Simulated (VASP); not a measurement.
# InAs (F-43m) in VASP: electric field gradients with PBE

Aim: the electric field gradients of InAs with PBE.

All numbers are computed with VASP 6.6.1; they aren't measurements. Logs are shortened: lines on timing, memory, paths and dates and some standing lists are left out, and cuts for length are marked.

## Step 1: The cell of the first run

It takes space group F-43m (No. 216, cubic). Conventional cell: a = 6.058 Å, b = 6.058 Å, c = 6.058 Å, α = 90.00°, β = 90.00°, γ = 90.00°. Within 3.5 Å of In (site symmetry -43m) lie 4 As at 2.62 Å. Within 3.5 Å of As (site symmetry -43m) lie 4 In at 2.62 Å.

## Step 2: Electric field gradients, PBE

Input file INCAR:

```
SYSTEM = InAs
PREC = Accurate
ENCUT = 400
EDIFF = 1E-8
ISMEAR = -1
SIGMA = 0.02
LREAL = .FALSE.
LASPH = .TRUE.
NELM = 120
ALGO = Normal
ISIF = 2
LWAVE = .FALSE.
LCHARG = .FALSE.
GGA = PE
LEFG = .TRUE.
NBANDS = 16
GGA_COMPAT = .FALSE.
```

Input file KPOINTS:

```
Automatic mesh
0
G
  12 12 12
  0 0 0
```

Input file POSCAR:

```
InAs
1.0
    0.0000000000      3.0290000000      3.0290000000
    3.0290000000      0.0000000000      3.0290000000
    3.0290000000      3.0290000000      0.0000000000
In As
1 1
Direct
    0.0000000000      0.0000000000      0.0000000000
    0.2500000000      0.2500000000      0.2500000000
```

Potentials or basis: VASP PAW PBE potentials, release 64 (In_d, As).

Launch:

```console
$ cat potpaw_PBE.64/In_d/POTCAR potpaw_PBE.64/As/POTCAR > POTCAR
$ mpirun -np 1 vasp_std > vasp.out
```

OUTCAR:

```text
SYSTEM = InAs
   PREC = Accurate
   ENCUT = 400
   EDIFF = 1E-8
   ISMEAR = -1
   LREAL = .FALSE.
   LASPH = .TRUE.
   NELM = 120
   ISIF = 2
   GGA = PE

 ion  position               nearest neighbor table
   1  0.000  0.000  0.000-   2 2.62   2 2.62   2 2.62   2 2.62
   2  0.250  0.250  0.250-   1 2.62   1 2.62   1 2.62   1 2.62

  LATTYP: Found a face centered cubic cell.
 ALAT       =     6.0580000000

  Lattice vectors:

 A1 = (   0.0000000000,   3.0290000000,   3.0290000000)
 A2 = (   3.0290000000,   0.0000000000,   3.0290000000)
 A3 = (   3.0290000000,   3.0290000000,   0.0000000000)

Analysis of symmetry for initial positions (statically):
=====================================================================
 Subroutine PRICEL returns:
 Original cell was already a primitive cell.

 Routine SETGRP: Setting up the symmetry group for a
 face centered cubic supercell.

 Subroutine GETGRP returns: Found 24 space group operations
 (whereof 24 operations were pure point group operations)
 out of a pool of 48 trial point group operations.

The static configuration has the point symmetry T_d .

Analysis of symmetry for dynamics (positions and initial velocities):
=====================================================================
 Subroutine PRICEL returns:
 Original cell was already a primitive cell.

 Routine SETGRP: Setting up the symmetry group for a
 face centered cubic supercell.

 Subroutine GETGRP returns: Found 24 space group operations
 (whereof 24 operations were pure point group operations)
 out of a pool of 48 trial point group operations.

The dynamic configuration has the point symmetry T_d .

 Subroutine INISYM returns: Found 24 space group operations
 (whereof 24 operations are pure point group operations),
 and found     1 'primitive' translations

----------------------------------------------------------------------------------------

                                     Primitive cell

  volume of cell :      55.5812

  direct lattice vectors                    reciprocal lattice vectors
     0.000000000  3.029000000  3.029000000    -0.165070981  0.165070981  0.165070981
     3.029000000  0.000000000  3.029000000     0.165070981 -0.165070981  0.165070981
     3.029000000  3.029000000  0.000000000     0.165070981  0.165070981 -0.165070981

  length of vectors
     4.283652880  4.283652880  4.283652880     0.285911325  0.285911325  0.285911325

[... 114 lines left out ...]
 maximum number of plane-waves:      1036
   NGX = 13   NGY = 13   NGZ = 13

 number of electron      18.0000015 magnetization

 Free energy of the ion-electron system (eV)
  ---------------------------------------------------
  ext. energy  EPLUGINS =         0.00000000
  ---------------------------------------------------
  free energy    TOTEN  =        -7.68006672 eV

  energy without entropy =       -7.68000842  energy(sigma->0) =       -7.68003757

 E-fermi :   4.4692     XC(G=0):  -9.0692

 val. band max:        4.4520667058   @ k =   0.0000   0.0000   0.0000
 cond. band min:       5.2556617044   @ k =   0.0833   0.0000   0.0000
 fundamental gap:      0.8035949986
 Fermi energy:         4.4691873345

 k-point     1 :       0.0000    0.0000    0.0000
  band No.  band energies     occupation
      1      -9.9273      2.00000
      2      -9.9273      2.00000
      3      -9.9273      2.00000
      4      -9.8037      2.00000
      5      -9.8037      2.00000
      6      -7.3741      2.00000
[... 433 lines left out ...]
      3      -9.8844      2.00000
      4      -9.8030      2.00000
      5      -9.7976      2.00000
      6      -5.7736      2.00000
[... 8 lines left out ...]
     15      14.1310      0.00000
     16      14.5780      0.00000

 [... further k-points ...]
[... 5 lines left out ...]
  --------------------------------------------------------------------------------------
  -------------------------------------------------------------------------------------
  Total        1.2445545      1.2445545      1.2445545      0.0000000      0.0000000      0.0000000
  in kB       35.8753937     35.8753937     35.8753937      0.0000000      0.0000000      0.0000000
  external PRESSURE =      35.8753937 kB  Pullay stress =       0.0000000 kB

 VOLUME and BASIS-vectors are now :
 -----------------------------------------------------------------------------
  energy-cutoff  :      400.00
  volume of cell :       55.58
      direct lattice vectors                 reciprocal lattice vectors
     0.000000000  3.029000000  3.029000000    -0.165070981  0.165070981  0.165070981
     3.029000000  0.000000000  3.029000000     0.165070981 -0.165070981  0.165070981
     3.029000000  3.029000000  0.000000000     0.165070981  0.165070981 -0.165070981

 POSITION                                       TOTAL-FORCE (eV/Angst)
 -----------------------------------------------------------------------------------
      0.00000      0.00000      0.00000         0.000000     -0.000000     -0.000000
      1.51450      1.51450      1.51450        -0.000000      0.000000      0.000000
 -----------------------------------------------------------------------------------
    total drift:                               -0.000000     -0.000000      0.000000

  FREE ENERGIE OF THE ION-ELECTRON SYSTEM (eV)
  ---------------------------------------------------
  free  energy   TOTEN  =        -7.6800667224 eV

  energy  without entropy=       -7.6800084174  energy(sigma->0) =       -7.68003757

 Electric field gradients (V/A^2)
---------------------------------------------------------------------
 ion       V_xx      V_yy      V_zz      V_xy      V_xz      V_yz
---------------------------------------------------------------------
   1      -0.000     0.000     0.000    -0.001    -0.001    -0.001
   2       0.000     0.000    -0.000     0.000     0.000     0.000
---------------------------------------------------------------------

 Electric field gradients after diagonalization (V/A^2)
 (convention: |V_zz| > |V_xx| > |V_yy|)
----------------------------------------------------------------------
 ion       V_xx      V_yy      V_zz     asymmetry (V_yy - V_xx)/ V_zz
----------------------------------------------------------------------
   1       0.001     0.001    -0.001       0.000
   2      -0.000    -0.000     0.000       0.000
----------------------------------------------------------------------

           NMR quadrupolar parameters

 Cq : quadrupolar parameter    Cq=e*Q*V_zz/h
 eta: asymmetry parameters     (V_yy - V_xx)/ V_zz
 Q  : nuclear electric quadrupole moment in mb (millibarn)
----------------------------------------------------------------------
 ion       Cq(MHz)       eta       Q (mb)
----------------------------------------------------------------------
   1      -0.000       0.000       1.000
   2       0.000       0.000       1.000
----------------------------------------------------------------------
```

OSZICAR:

```text
N       E                     dE             d eps       ncg     rms          rms(c)
DAV:   1     0.104816975488E+03    0.10482E+03   -0.71391E+03  2320   0.996E+02
DAV:   2    -0.103803907534E+01   -0.10586E+03   -0.10164E+03  2496   0.268E+02
DAV:   3    -0.778559023668E+01   -0.67476E+01   -0.67211E+01  3072   0.706E+01
DAV:   4    -0.794622115830E+01   -0.16063E+00   -0.16060E+00  2792   0.122E+01
DAV:   5    -0.795381020415E+01   -0.75890E-02   -0.75890E-02  3424   0.218E+00    0.452E+00
DAV:   6    -0.770287942679E+01    0.25093E+00   -0.37356E-01  3656   0.102E+01    0.251E+00
DAV:   7    -0.767815690334E+01    0.24723E-01   -0.11488E-01  3152   0.299E+00    0.729E-01
DAV:   8    -0.767925749316E+01   -0.11006E-02   -0.13495E-02  2992   0.131E+00    0.194E-01
DAV:   9    -0.767984617762E+01   -0.58868E-03   -0.95741E-04  2832   0.258E-01    0.116E-01
DAV:  10    -0.768001842330E+01   -0.17225E-03   -0.20663E-04  3008   0.205E-01    0.618E-02
DAV:  11    -0.768006616612E+01   -0.47743E-04   -0.10985E-04  2712   0.121E-01    0.373E-02
DAV:  12    -0.768006629186E+01   -0.12574E-06   -0.61980E-06  2840   0.303E-02    0.585E-03
DAV:  13    -0.768006656309E+01   -0.27123E-06   -0.20406E-06  2728   0.720E-03    0.282E-03
DAV:  14    -0.768006655149E+01    0.11599E-07   -0.12740E-07  3272   0.335E-03    0.117E-03
DAV:  15    -0.768006665302E+01   -0.10153E-06   -0.67364E-09  2344   0.629E-04    0.588E-04
DAV:  16    -0.768006672205E+01   -0.69027E-07   -0.17055E-09  2032   0.415E-04    0.155E-04
DAV:  17    -0.768006672240E+01   -0.35379E-09   -0.37788E-10  1344   0.156E-04
   1 F= -.76800667E+01 E0= -.76800376E+01  d E =-.583050E-04
```

stdout:

```text
POSCAR found type information on POSCAR InAs
 POSCAR found :  2 types and       2 ions
 scaLAPACK will be used
 LDA part: xc-table for (Slater+PW92), standard interpolation
 POSCAR, INCAR and KPOINTS ok, starting setup
 FFT: planning ... GRIDC
 FFT: planning ... GRID_SOFT
 FFT: planning ... GRID
 WAVECAR not read
 entering main loop
ion   1

ion   2
```

It took 85 s on 1 thread of Intel Xeon 8259CL, shared host; peak memory 0.18 GiB.

Results:

```
Free energy            : -7.6801 eV
Pressure               : 3.6 GPa
Band gap on the k mesh : zero (filled and empty bands touch)
```

Caveat: without QUAD_EFG the Cq values of the log hold for a quadrupole moment of 1 mb, not for the nuclei; spin-orbit coupling is left out, which moves the levels of the heavy elements.
